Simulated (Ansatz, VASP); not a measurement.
**SrTiO3: VASP beside Ansatz**

```
CELL_PARAMETERS angstrom
3.89138 0.00000 0.00000
0.00000 3.89138 0.00000
0.00000 0.00000 3.89138
ATOMIC_POSITIONS crystal
Sr 0.02678 0.00000 0.00000
Ti 0.46158 0.50000 0.50000
O 0.99224 0.50000 0.50000
O 0.48802 0.00000 0.50000
O 0.48802 0.50000 0.00000
```

Change from the starting cell: mode 1 frozen in at +0.000 Å and mode 7 at -0.149 Å (largest displacements).

Alike in both runs: task single point; functional PBEsol; k mesh 8 × 8 × 8; occupations gaussian, width 0.05 eV; no spin polarisation.

|  | VASP | Ansatz |
| --- | --- | --- |
| version | VASP 6.6.1 | Ansatz 0.2.0 |
| potentials or method | VASP PAW PBE potentials, release 64 (Sr_sv, Ti_sv, O), cutoff 520 eV | scalar-relativistic, plane waves, PAW |
| valence electrons in the cell | 40 | 40 |

Ansatz gave:

```
gap on the k mesh at the Fermi level (eV)                     : 1.88
least direct gap on the mesh (eV)                             : 2.34
pressure (GPa)                                                : 1.8
traceless stress, the component that is largest in VASP (GPa) : 1.27
rms of the force components (eV/Å)                            : 0.338
```

Q: What did VASP give for the same quantities?

A: gap on the k mesh at the Fermi level (eV): 1.85; least direct gap on the mesh (eV): 2.32; pressure (GPa): 2.5; traceless stress, the component that is largest in VASP (GPa): 1.32; rms of the force components (eV/Å): 0.356.

VASP's potentials were made for PBE, not for PBEsol, and Ansatz warns of the same on its side. Atom by atom the forces differ by 0.023 eV/Å (rms over components). With one functional, cell and mesh, what is left measures potentials, basis and numerics.
